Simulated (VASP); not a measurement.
**Ag: single point with PBE**

The system is Ag.

```
CELL_PARAMETERS angstrom
0.00000 1.66050 1.66050
1.66050 0.00000 1.66050
1.66050 1.66050 0.00000
ATOMIC_POSITIONS crystal
Ag 0.00000 0.00000 0.00000
```

```yaml
Program: VASP 6.6.1
Task: single point
Functional: PBE
Potentials_or_basis: VASP PAW PBE potentials, release 64 (Ag)
Cutoff: 520 eV
k_mesh: 20 × 20 × 20
Occupations: fermi-dirac, width 0.05 eV
Spin: no spin polarisation
```

The pressure is 389.8 GPa.

Levels at points of the mesh, in eV from the Fermi level:
```tsv
k point	band 3	band 4	band 5	band 6	band 7	band 8	band 9	band 10
(0.00, 0.00, 0.00)	-9.49	-9.49	-6.49	-6.49	14.32	21.94	21.94	21.94
(0.50, 0.00, 0.00)	-9.63	-4.20	-4.20	-3.15	8.13	13.81	22.83	22.83
(0.50, 0.50, 0.00)	-4.25	-3.57	-3.57	0.41	12.76	12.93	12.93	26.30
```

Run time: 14 s on 1 thread of Intel(R) Xeon(R) Platinum 8488C (Sapphire Rapids), with other jobs on the host, peak memory 0.14 GiB.
